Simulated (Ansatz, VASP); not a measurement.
## ZrAl3N4: VASP beside Ansatz

```
Zr Al N
1.0
     3.02626    0.00000    0.00000
     0.00000    3.02626    0.00000
     0.00000    0.00000    8.51172
Zr Al N
1 3 4
Direct
  0.50000 0.50000 0.00000
  0.00000 0.00000 0.73260
  0.00000 0.00000 0.26740
  0.50000 0.50000 0.50000
  0.00000 0.00000 0.00000
  0.50000 0.50000 0.27002
  0.00000 0.00000 0.50000
  0.50000 0.50000 0.72998
```

Alike in both runs: functional PBE; k mesh 6 × 6 × 2; occupations gaussian, width 0.1 eV; no spin polarisation.

Ansatz relaxed the structure, and its values are those at the end. VASP's run is a single point on that final structure, the one shown.

|  | VASP | Ansatz |
| --- | --- | --- |
| version | VASP 6.6.1 | Ansatz 0.2.0 |
| potentials or method | VASP PAW PBE potentials, release 64 (Zr_sv, Al, N), cutoff 520 eV | scalar-relativistic, plane waves, PAW |
| valence electrons in the cell | 41 | 41 |

```csv
,VASP,Ansatz,Ansatz less VASP
gap on the k mesh at the Fermi level (eV),none,none,-
pressure (GPa),0.0,0.0,+0.04
```

A gap of «none» marks a metal or a gap that the smearing closes.

The k mesh is coarse, so the values compare programs but aren't converged.
